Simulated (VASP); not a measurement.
A run of VASP 6.6.1:

The input INCAR:

```
PREC = Accurate ; ENCUT = 820
EDIFF = 1E-6 ; ISMEAR = -1
SIGMA = 0.05 ; LREAL = False
LASPH = True ; NELM = 120
ALGO = Normal ; ISIF = 2
LWAVE = False ; LCHARG = False
GGA = B5 ; ALDAX = 1.0
AGGAX = 1.0 ; AGGAC = 1.0
ALDAC = 0.0 ; NBANDS = 26
GGA_COMPAT = False
```

KPOINTS

```
Automatic mesh
0
Gamma
  12 12 7
```

The input POSCAR:

```
Cu
1.0
    2.6329631631      0.0000000000      0.0000000000
   -1.3164815816      2.2802129865      0.0000000000
    0.0000000000      0.0000000000      4.2443041494
Cu
2
Direct
    0.6666666667      0.3333333333      0.7500000000
    0.3333333333      0.6666666667      0.2500000000
```

Potentials or basis: VASP PAW PBE potentials, release 64 (Cu_sv_GW).

Launch:

```sh
$ cat potpaw_PBE.64/Cu_sv_GW/POTCAR > POTCAR
$ mpirun -np 1 vasp_std > vasp.out
```

Hardware: 1 thread of AMD EPYC 9R45 96-Core Processor (Zen 5), with other jobs on the host.

**Question.** How long does it take, and how much memory?

**Answer.** It took 110 s on 1 thread of AMD EPYC 9R45 96-Core Processor (Zen 5), on a shared host, peak memory 0.22 GiB. Counts: scf iterations 12, k points 76.
